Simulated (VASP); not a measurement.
# Ir (Fm-3m) in VASP: notebook, part 2 of 2

VASP 6.6.1. Earlier steps stand in the parts before.

### Step 4. Relaxation of cell and atoms, revPBE

This run uses another cell than the first one, of 14.15 Å³/atom, 0.966 times its volume.

INCAR

```
PREC     = Accurate       # precision mode
ENCUT    = 600            # plane-wave cutoff, eV
EDIFF    = 1E-6           # SCF threshold, eV
ISMEAR   = -1             # smearing method
SIGMA    = 0.1            # smearing width, eV
LREAL    = False          # projectors in reciprocal space
LASPH    = True           # aspherical terms in the spheres
NELM     = 100            # most SCF steps
ALGO     = Normal         # electronic algorithm
ISIF     = 3              # what is computed and relaxed
LWAVE    = False          # write WAVECAR
LCHARG   = False          # write CHGCAR
GGA      = RE             # functional
IBRION   = 2              # ionic algorithm
NSW      = 80             # ionic steps
EDIFFG   = -0.01          # ionic threshold
```

KPOINTS

```
Automatic mesh
0
Gamma
  14 14 14
```

POSCAR

```
Ir
1.0
    0.0000000000      1.9197000000      1.9197000000
    1.9197000000      0.0000000000      1.9197000000
    1.9197000000      1.9197000000      0.0000000000
Ir
1
Direct
    0.0000000000      0.0000000000      0.0000000000
```

Command:

```sh
> cat potpaw_PBE.64/Ir/POTCAR > POTCAR
> mpirun -np 1 vasp_std > vasp.out
```

Wall time 23 s (1 thread of AMD EPYC 9R45 (Zen 5), shared host); peak memory 0.13 GiB.

Results (log left out):

```yaml
Free_energy: -8.3302 eV
Relaxed_volume: 14.66 Å³/atom
Relaxed_cell: a = 2.747 Å, b = 2.747 Å, c = 2.747 Å, α = 60.00°, β = 60.00°, γ = 60.00°
Space_group_after_relaxing_to_0.05_Å: Fm-3m (No. 225)
Energy_gained_by_relaxing: 20.0 meV/atom
Ionic_steps: 4
Pressure_after_relaxing: -0.1 GPa
```

The path:
| step | energy change (eV) | largest force (eV/Å) | pressure (GPa) | volume (Å³) |
| --- | --- | --- | --- | --- |
| 1 | 0.0000 | 0.0000 | 13.06 | 14.15 |
| 2 | 0.1960 | 0.0000 | -30.49 | 16.65 |
| 3 | -0.0200 | 0.0000 | -0.66 | 14.69 |
| 4 | -0.0200 | 0.0000 | -0.08 | 14.66 |

Final structure:
```cif
data_structure
_symmetry_space_group_name_H-M 'P 1'
_symmetry_Int_Tables_number 1
_cell_length_a 2.7474
_cell_length_b 2.7474
_cell_length_c 2.7474
_cell_angle_alpha 60.000
_cell_angle_beta 60.000
_cell_angle_gamma 60.000
_cell_volume 14.66
loop_
_atom_site_label
_atom_site_type_symbol
_atom_site_fract_x
_atom_site_fract_y
_atom_site_fract_z
_atom_site_occupancy
Ir1 Ir 0.00000 0.00000 0.00000 1
```

Levels at points of the mesh, in eV from the Fermi level:
```tsv
k point	band 1	band 2	band 3	band 4	band 5	band 6	band 7	band 8
(0.00, 0.00, 0.00)	-10.65	-3.60	-3.60	-3.60	-1.07	-1.07	14.44	19.83
(0.50, 0.00, 0.00)	-7.65	-3.70	-3.70	-0.59	0.90	0.90	6.99	13.98
(0.50, 0.50, 0.00)	-7.43	-6.88	0.87	1.45	1.45	1.78	10.12	11.62
```

Caveat: the PAW data sets were made with another functional, which shifts forces and pressure a little; spin-orbit coupling is left out, which moves the levels of the heavy elements. revPBE gives volumes clearly too large for solids.

### Step 5. Single point, revPBE (volume scaled by 0.88)

INCAR

```
SYSTEM = Ir
PREC     = Accurate       ! precision mode
ENCUT    = 520            ! plane-wave cutoff, eV
EDIFF    = 1E-7           ! SCF threshold, eV
ISMEAR   = -1             ! smearing method
SIGMA    = 0.1            ! smearing width, eV
LREAL    = .FALSE.        ! projectors in reciprocal space
LASPH    = .TRUE.         ! aspherical terms in the spheres
NELM     = 80             ! most SCF steps
ALGO     = Normal         ! electronic algorithm
ISIF     = 2              ! what is computed and relaxed
LWAVE    = .FALSE.        ! write WAVECAR
LCHARG   = .FALSE.        ! write CHGCAR
GGA      = RE             ! functional
NBANDS   = 10             ! bands
```

KPOINTS

```
regular mesh
0
G
  23 23 23
  0 0 0
```

POSCAR

```
Ir
1.0
    0.0000000000      1.8607051986      1.8607051986
    1.8607051986      0.0000000000      1.8607051986
    1.8607051986      1.8607051986      0.0000000000
Ir
1
Direct
    0.0000000000      0.0000000000      0.0000000000
```

Potentials or basis: VASP PAW PBE potentials, release 64 (Ir).

Command:

```sh
> cat potpaw_PBE.64/Ir/POTCAR > POTCAR
> mpirun -np 1 vasp_std > vasp.out
```

OUTCAR:

```text
SYSTEM = Ir
   PREC = Accurate
   ENCUT = 520
   EDIFF = 1E-7
   ISMEAR = -1
   LREAL = .FALSE.
   LASPH = .TRUE.
   NELM = 80
   ISIF = 2
   GGA = RE

 ion  position               nearest neighbor table
   1  0.000  0.000  0.000-

  LATTYP: Found a face centered cubic cell.
 ALAT       =     3.7214103972

  Lattice vectors:

 A1 = (   0.0000000000,   1.8607051986,   1.8607051986)
 A2 = (   1.8607051986,   0.0000000000,   1.8607051986)
[... 490 lines left out ...]
     10      32.7765      0.00000

 [... further k-points ...]

------------------------ aborting loop because EDIFF is reached ----------------------------------------

  FORCE on cell =-STRESS in cart. coord.  units (eV):
  Direction    XX          YY          ZZ          XY          YZ          ZX
  --------------------------------------------------------------------------------------
  -------------------------------------------------------------------------------------
  Total        4.8235122      4.8235122      4.8235122      0.0000000     -0.0000000      0.0000000
  in kB      599.8066228    599.8066228    599.8066228      0.0000000     -0.0000000      0.0000000
  external PRESSURE =     599.8066228 kB  Pullay stress =       0.0000000 kB

 VOLUME and BASIS-vectors are now :
 -----------------------------------------------------------------------------
  energy-cutoff  :      520.00
  volume of cell :       12.88
      direct lattice vectors                 reciprocal lattice vectors
     0.000000000  1.860705199  1.860705199    -0.268715324  0.268715324  0.268715324
     1.860705199  0.000000000  1.860705199     0.268715324 -0.268715324  0.268715324
     1.860705199  1.860705199  0.000000000     0.268715324  0.268715324 -0.268715324

 POSITION                                       TOTAL-FORCE (eV/Angst)
 -----------------------------------------------------------------------------------
      0.00000      0.00000      0.00000        -0.000000      0.000000      0.000000
 -----------------------------------------------------------------------------------
    total drift:                               -0.000000     -0.000000     -0.000000

  FREE ENERGIE OF THE ION-ELECTRON SYSTEM (eV)
  ---------------------------------------------------
  free  energy   TOTEN  =        -8.0453703931 eV

  energy  without entropy=       -8.0218920984  energy(sigma->0) =       -8.03363125
```

Run time: 22 s. Hardware: 1 thread of AMD EPYC 9R45 (Zen 5), shared host; peak memory 0.14 GiB.

Results:

| Item | Value |
| --- | --- |
| Free energy | -8.0454 eV |
| Pressure | 60.0 GPa |

Caveat: the cell differs from its parent crystal (volume scaled by 0.88); the PAW data sets were made with another functional, which shifts forces and pressure a little; spin-orbit coupling is left out, which moves the levels of the heavy elements.

### Step 6. Single point, revPBE (volume scaled by 0.92)

INCAR

```
SYSTEM = Ir
PREC     = Accurate       ! precision mode
ENCUT    = 520            ! plane-wave cutoff, eV
EDIFF    = 1E-6           ! SCF threshold, eV
ISMEAR   = -1             ! smearing method
SIGMA    = 0.1            ! smearing width, eV
LREAL    = .False.        ! projectors in reciprocal space
LASPH    = .True.         ! aspherical terms in the spheres
NELM     = 80             ! most SCF steps
ALGO     = Normal         ! electronic algorithm
ISIF     = 2              ! what is computed and relaxed
LWAVE    = .False.        ! write WAVECAR
LCHARG   = .False.        ! write CHGCAR
GGA      = RE             ! functional
NBANDS   = 10             ! bands
```

KPOINTS

```
Automatic mesh
0
Gamma
  23 23 23
  0 0 0
```

POSCAR

```
Ir
1.0
    0.0000000000      1.8884810130      1.8884810130
    1.8884810130      0.0000000000      1.8884810130
    1.8884810130      1.8884810130      0.0000000000
Ir
1
Direct
    0.0000000000      0.0000000000      0.0000000000
```

Potentials or basis: VASP PAW PBE potentials, release 64 (Ir).

Command:

```sh
> cat potpaw_PBE.64/Ir/POTCAR > POTCAR
> mpirun -np 1 vasp_std > vasp.out
```

It took 21 s on 1 thread of AMD EPYC 9R45 (Zen 5), shared host; peak memory 0.14 GiB.

Results (log left out):

- Free energy: -8.2174 eV
- Pressure: 35.0 GPa

Levels at points of the mesh, in eV from the Fermi level:
```
           k point  band 1  band 2  band 3  band 4  band 5  band 6  band 7  band 8
(0.00, 0.00, 0.00)  -11.62   -4.16   -4.16   -4.16   -1.26   -1.26   14.21   20.11
```

Caveat: the cell differs from its parent crystal (volume scaled by 0.92); the PAW data sets were made with another functional, which shifts forces and pressure a little; spin-orbit coupling is left out, which moves the levels of the heavy elements.

### Step 7. Summary

```tsv
task	cell	k mesh	cutoff (eV)	gap on the mesh (eV)	pressure (GPa)
single point	a = 2.746 Å, angles 60.0°, 1 atom	7 × 7 × 7	520	none	-1.0
single point	a = 2.746 Å, angles 60.0°, 1 atom	14 × 14 × 14	520	none	0.3
relaxation of cell and atoms	relaxed from a = 2.715 Å, angles 60.0°, 1 atom	14 × 14 × 14	600	none	-0.1
single point	a = 2.631 Å, angles 60.0°, 1 atom	23 × 23 × 23	520	none	60.0
single point	a = 2.671 Å, angles 60.0°, 1 atom	23 × 23 × 23	520	none	35.0
```

Alike in all rows: level revPBE; potentials or basis VASP PAW PBE potentials, release 64 (Ir); no spin polarisation; smearing fermi-dirac 0.1 eV.

Caveats: some runs use coarse meshes; the PAW data sets were made with another functional, which shifts forces and pressure a little; spin-orbit coupling is left out, which moves the levels of the heavy elements.

Absolute energies hang on the potentials; compare differences alone.
